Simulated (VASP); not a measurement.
# Ag (Fm-3m) in VASP: single point with PBEsol

Aim: the single point of Ag with PBEsol.

All numbers are computed with VASP 6.6.1; they aren't measurements. Logs are shortened: lines on timing, memory, paths and dates and some standing lists are left out, and cuts for length are marked.

### 1 The cell of the first run

The structure is cubic, space group Fm-3m (No. 225). The conventional cell has a = 4.054 Å, b = 4.054 Å, c = 4.054 Å, α = 90.00°, β = 90.00°, γ = 90.00°. Within 3.8 Å of Ag (site symmetry m-3m) lie 12 Ag at 2.87 Å.

### 2 Single point, PBEsol

The input, INCAR:

```
ALGO = Normal
EDIFF = 1E-6
ENCUT = 520
GGA = PS
ISIF = 2
ISMEAR = 0
LASPH = True
LCHARG = False
LREAL = False
LWAVE = False
NBANDS = 12
NELM = 100
PREC = Accurate
SIGMA = 0.1
```

The input, KPOINTS:

```
k-points
0
Gamma
  18 18 18
```

The input, POSCAR:

```
Ag
1.0
    0.0000000000      2.0272180921      2.0272180921
    2.0272180921      0.0000000000      2.0272180921
    2.0272180921      2.0272180921      0.0000000000
Ag
1
Direct
    0.0000000000      0.0000000000      0.0000000000
```

Potentials or basis: VASP PAW PBE potentials, release 64 (Ag).

The run is started by

```console
$ cat potpaw_PBE.64/Ag/POTCAR > POTCAR
$ mpirun -np 1 vasp_std > vasp.out
```

OUTCAR:

```text
EDIFF = 1E-6
   ENCUT = 520
   GGA = PS
   ISIF = 2
   ISMEAR = 0
   LASPH = True
   LREAL = False
   NELM = 100
   PREC = Accurate

 ion  position               nearest neighbor table
   1  0.000  0.000  0.000-

  LATTYP: Found a face centered cubic cell.
 ALAT       =     4.0544361842

  Lattice vectors:

 A1 = (   0.0000000000,   2.0272180921,   2.0272180921)
 A2 = (   2.0272180921,   0.0000000000,   2.0272180921)
 A3 = (   2.0272180921,   2.0272180921,   0.0000000000)

Analysis of symmetry for initial positions (statically):
=====================================================================
 Subroutine PRICEL returns:
 Original cell was already a primitive cell.

 Routine SETGRP: Setting up the symmetry group for a
 face centered cubic supercell.

 Subroutine GETGRP returns: Found 48 space group operations
 (whereof 48 operations were pure point group operations)
 out of a pool of 48 trial point group operations.

The static configuration has the point symmetry O_h .

Analysis of symmetry for dynamics (positions and initial velocities):
=====================================================================
 Subroutine PRICEL returns:
 Original cell was already a primitive cell.

 Routine SETGRP: Setting up the symmetry group for a
 face centered cubic supercell.

 Subroutine GETGRP returns: Found 48 space group operations
 (whereof 48 operations were pure point group operations)
 out of a pool of 48 trial point group operations.

The dynamic configuration has the point symmetry O_h .

 Subroutine INISYM returns: Found 48 space group operations
 (whereof 48 operations are pure point group operations),
 and found     1 'primitive' translations

----------------------------------------------------------------------------------------

                                     Primitive cell

  volume of cell :      16.6622

  direct lattice vectors                    reciprocal lattice vectors
     0.000000000  2.027218092  2.027218092    -0.246643418  0.246643418  0.246643418
     2.027218092  0.000000000  2.027218092     0.246643418 -0.246643418  0.246643418
     2.027218092  2.027218092  0.000000000     0.246643418  0.246643418 -0.246643418

  length of vectors
     2.866919320  2.866919320  2.866919320     0.427198932  0.427198932  0.427198932

  position of ions in fractional coordinates (direct lattice)
     0.000000000  0.000000000  0.000000000

  ion indices of the primitive-cell ions
   primitive index   ion index
                 1           1

----------------------------------------------------------------------------------------

 KPOINTS: k-points

Automatic generation of k-mesh.
 Grid dimensions read from file:
 generate k-points for:   18   18   18

 Generating k-lattice:

  Cartesian coordinates                     Fractional coordinates (reciprocal lattice)
    -0.013702412  0.013702412  0.013702412     0.055555556  0.000000000  0.000000000
     0.013702412 -0.013702412  0.013702412     0.000000000  0.055555556  0.000000000
     0.013702412  0.013702412 -0.013702412     0.000000000  0.000000000  0.055555556

  Length of vectors
     0.023733274  0.023733274  0.023733274

  Shift w.r.t. Gamma in fractional coordinates (k-lattice)
     0.000000000  0.000000000  0.000000000

 Subroutine IBZKPT returns following result:
 ===========================================

 Found    195 irreducible k-points:

 Following reciprocal coordinates:
            Coordinates               Weight
  0.000000  0.000000  0.000000      1.000000
  0.055556  0.000000  0.000000      8.000000
  0.111111  0.000000  0.000000      8.000000
  0.166667  0.000000  0.000000      8.000000
  0.222222  0.000000  0.000000      8.000000
  0.277778  0.000000  0.000000      8.000000
[... 16 lines left out ...]
 -0.277778  0.055556  0.000000     24.000000
 -0.222222  0.055556  0.000000     24.000000
 [... further k-points ...]
   k-points           NKPTS =    195   k-points in BZ     NKDIM =    195   number of bands    NBANDS=     12
   number of dos      NEDOS =    301   number of ions     NIONS =      1
   total plane-waves  NPLWV =  13824
   dimension x,y,z NGX =    24 NGY =   24 NGZ =   24
   dimension x,y,z NGXF=    48 NGYF=   48 NGZF=   48
   ions per type =               1
   NGX,Y,Z   is equivalent  to a cutoff of  13.92, 13.92, 13.92 a.u.
   NGXF,Y,Z  is equivalent  to a cutoff of  27.83, 27.83, 27.83 a.u.
 SYSTEM =  unknown system
   PREC   = accura    normal or accurate (medium, high low for compatibility)
   ISTART =      0    job   : 0-new  1-cont  2-samecut
   ICHARG =      2    charge: 1-file 2-atom 10-const
   ISPIN  =      1    spin polarized calculation?
   LNONCOLLINEAR =      F non collinear calculations
   LSORBIT =      F    spin-orbit coupling
   LASPH  =      T    aspherical Exc in radial PAW
   ENCUT  =  520.0 eV  38.22 Ry    6.18 a.u.   5.33  5.33  5.33*2*pi/ulx,y,z
   NELM   =    100;   NELMIN=  2; NELMDL= -5     # of ELM steps
   EDIFF  = 0.1E-05   stopping-criterion for ELM
   LREAL  =      F    real-space projection
   EDIFFG = 0.1E-04   stopping-criterion for IOM
   NSW    =      0    number of steps for IOM
   IBRION =     -1    ionic relax: 0-MD 1-quasi-New 2-CG
   NFREE  =      0    steps in history (QN), initial steepest desc. (CG)
   ISIF   =      2    stress and relaxation
   ISYM   =      2    0-nonsym 1-usesym 2-fastsym
   POTIM  = 0.5000    time-step for ionic-motion
   TEBEG  =    0.0;   TEEND  =   0.0 temperature during run
   PSTRESS=    0.0 pullay stress
   NELECT =      11.0000    total number of electrons
   NUPDOWN=      -1.0000    fix difference up-down
   EMIN   =  10.00;   EMAX   =-10.00  energy-range for DOS
   EFERMI =   0.00;   METHOD = LEGACY
   ISMEAR =     0;   SIGMA  =   0.10  broadening in eV -4-tet -1-fermi 0-gaus
   EFERMI_NEDOS =   21; number of points for ismear=-14 and -15
   IALGO  =     38    algorithm
   IMIX   =      4    mixing-type and parameters
     AMIX     =   0.40;   BMIX     =  1.00
     AMIX_MAG =   1.60;   BMIX_MAG =  1.00
  volume/ion in A,a.u.               =      16.66       112.44
  Fermi-wavevector in a.u.,A,eV,Ry     =   1.425483  2.693772 27.647047  2.032001
  Thomas-Fermi vector in A             =   2.545862
   LORBIT       =      0    0 simple, 1 ext, 2 COOP (PROOUT), +10 PAW based schemes
   GGA     = PS    functional components
   LHFCALC =     F    Hartree Fock is set to
   AEXX    =    0.0000 exact exchange contribution
   IVDW    =     0    specifies the selected vdW correction
   LEPSILON=     F    determine dielectric tensor
   LRPA    =     F    only Hartree local field effects (RPA)
 non-spin polarized calculation
 Gauss-broadening in eV      SIGMA  =   0.10
  energy-cutoff  :      520.00
  volume of cell :       16.66
 maximum number of plane-waves:       464
 NGX is ok and might be reduce to    24
   NGX = 11   NGY = 11   NGZ = 11

 number of electron      11.0000001 magnetization

 Free energy of the ion-electron system (eV)
  ---------------------------------------------------
  ext. energy  EPLUGINS =         0.00000000
  ---------------------------------------------------
  free energy    TOTEN  =        -3.31213166 eV

  energy without entropy =       -3.31116199  energy(sigma->0) =       -3.31164683

 E-fermi :   8.5067     XC(G=0): -12.5499

 val. band max:        8.4630227496   @ k =   0.5000   0.1667   0.0556
 cond. band min:       8.6535825800   @ k =   0.5000   0.3333   0.1111
 fundamental gap:      0.1905598305
 Fermi energy:         8.5066535001

 k-point     1 :       0.0000    0.0000    0.0000
  band No.  band energies     occupation
      1       0.5531      2.00000
      2       3.7013      2.00000
      3       3.7013      2.00000
      4       3.7013      2.00000
      5       4.7918      2.00000
      6       4.7918      2.00000
      7      24.5889      0.00000
      8      28.2981      0.00000
      9      28.2981      0.00000
     10      28.2981      0.00000
     11      33.1761      0.00000
     12      34.4562      0.00000

 k-point     2 :       0.0556    0.0000    0.0000
  band No.  band energies     occupation
      1       0.6517      2.00000
      2       3.6771      2.00000
      3       3.7295      2.00000
      4       3.7295      2.00000
      5       4.7806      2.00000
      6       4.7806      2.00000
      7      24.6200      0.00000
      8      27.4580      0.00000
      9      28.3468      0.00000
     10      28.3468      0.00000
     11      33.3418      0.00000
     12      34.3248      0.00000

 k-point     3 :       0.1111    0.0000    0.0000
  band No.  band energies     occupation
      1       0.9371      2.00000
      2       3.6199      2.00000
      3       3.8030      2.00000
      4       3.8030      2.00000
      5       4.7584      2.00000
      6       4.7584      2.00000
      7      24.4319      0.00000
      8      26.0142      0.00000
      9      28.4689      0.00000
     10      28.4689      0.00000
     11      32.4918      0.00000
     12      33.8824      0.00000
[... 286 lines left out ...]
 k-point    23 :      -0.2778    0.0556    0.0000
  band No.  band energies     occupation
      1       2.1900      2.00000
      2       3.8374      2.00000
      3       3.9044      2.00000
      4       4.2902      2.00000
      5       4.9381      2.00000
      6       5.4390      2.00000
      7      18.1037      0.00000
      8      24.5626      0.00000
      9      26.8389      0.00000
     10      29.3395      0.00000
     11      31.0233      0.00000
     12      31.2738      0.00000

 k-point    24 :      -0.2222    0.0556    0.0000
  band No.  band energies     occupation
      1       2.0148      2.00000
      2       3.6847      2.00000
      3       3.9579      2.00000
      4       3.9673      2.00000
      5       4.7381      2.00000
      6       5.1170      2.00000
      7      20.2618      0.00000
      8      24.8844      0.00000
      9      27.3841      0.00000
     10      30.0296      0.00000
     11      30.4998      0.00000
     12      31.5472      0.00000

 [... further k-points ...]
[... 5 lines left out ...]
  --------------------------------------------------------------------------------------
  -------------------------------------------------------------------------------------
  Total       -0.0241345     -0.0241345     -0.0241345      0.0000000     -0.0000000      0.0000000
  in kB       -2.3206930     -2.3206930     -2.3206930      0.0000000     -0.0000000      0.0000000
  external PRESSURE =      -2.3206930 kB  Pullay stress =       0.0000000 kB

 VOLUME and BASIS-vectors are now :
 -----------------------------------------------------------------------------
  energy-cutoff  :      520.00
  volume of cell :       16.66
      direct lattice vectors                 reciprocal lattice vectors
     0.000000000  2.027218092  2.027218092    -0.246643418  0.246643418  0.246643418
     2.027218092  0.000000000  2.027218092     0.246643418 -0.246643418  0.246643418
     2.027218092  2.027218092  0.000000000     0.246643418  0.246643418 -0.246643418

 POSITION                                       TOTAL-FORCE (eV/Angst)
 -----------------------------------------------------------------------------------
      0.00000      0.00000      0.00000         0.000000     -0.000000      0.000000
 -----------------------------------------------------------------------------------
    total drift:                               -0.000000      0.000000     -0.000000

  FREE ENERGIE OF THE ION-ELECTRON SYSTEM (eV)
  ---------------------------------------------------
  free  energy   TOTEN  =        -3.3121316645 eV

  energy  without entropy=       -3.3111619868  energy(sigma->0) =       -3.31164683
```

Run time: 55 s. Hardware: 1 thread of AMD EPYC 7R43 (Zen 3), shared host; peak memory 0.13 GiB.

Results:

```yaml
Free_energy: -3.3121 eV
Pressure: -0.2 GPa
```

Caveat: the PAW data sets were made with another functional, which shifts forces and pressure a little.
